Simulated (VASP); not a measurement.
A run of VASP 6.6.1 is set up as follows.

Contents of INCAR:

```
PREC = Accurate ; ENCUT = 520
EDIFF = 1E-6 ; ISMEAR = 0
SIGMA = 0.05 ; LREAL = F
LASPH = T ; NELM = 80
ALGO = Normal ; ISIF = 2
LWAVE = F ; LCHARG = F
NBANDS = 11
```

File KPOINTS:

```
Automatic mesh
0
Gamma
  10 10 10
```

Contents of POSCAR:

```
AlN
1.0
   -0.4409088598      1.8396542082      1.8396542082
    1.8396542082     -0.4409088598      1.8396542082
    1.8396542082      1.8396542082     -0.4409088598
Al N
1 1
Direct
    0.5000000000      0.5000000000      0.5000000000
    0.0000000000      0.0000000000      0.0000000000
```

Potentials or basis: VASP PAW LDA potentials, release 64 (Al, N).

Command:

```sh
$ cat potpaw_LDA.64/Al/POTCAR potpaw_LDA.64/N/POTCAR > POTCAR
$ mpirun -np 1 vasp_std > vasp.out
```

(1) Predict the pressure.

(2) What does it give for the band gap on the k mesh?

Answers

(1) -4.2 GPa.

(2) zero (band 4 reaches 11.23 eV, above the bottom of band 5 at 11.06 eV).
